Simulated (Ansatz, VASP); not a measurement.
# Ni: VASP beside Ansatz

```xyz
2
Lattice="3.5516 1.7758 1.7758 1.7758 3.5516 1.7758 1.7758 1.7758 3.5516" Properties=species:S:1:pos:R:3 pbc="T T T"
Ni    0.0000    0.0000    0.0000
Ni    3.5516    3.5516    3.5516
```

Change from the starting cell: parallel moments scaled by 0.03, plain SCF.

Alike in both runs: task single point; functional PBE; k mesh 11 × 11 × 11; occupations fermi-dirac, width 0.1 eV; collinear spin.

|  | VASP | Ansatz |
| --- | --- | --- |
| version | VASP 6.6.1 | Ansatz 0.2.0 |
| potentials or method | VASP PAW PBE potentials, release 64 (Ni), cutoff 520 eV | PAW, plane waves, scalar-relativistic |
| valence electrons in the cell | 20 | 36 |

Ansatz gave:

* pressure (GPa): -5.0
* traceless stress, the component that is largest in VASP (GPa): 0.07
* net moment per atom (μB): 0.62
* size of the moment on the site where the two differ most (μB): 0.65

Problem. What did VASP give for the same quantities?

Solution. Pressure (GPa): -5.7; traceless stress, the component that is largest in VASP (GPa): -0.08; net moment per atom (μB): 0.00; size of the moment on the site where the two differ most (μB): 0.00.

The net moments are unlike, so the other rows may belong to different states. Site moments also hang on the region over which each program counts them. VASP's potentials hold 20 valence electrons a cell and Ansatz's 36, so a difference there can come from the potentials and not from the codes.
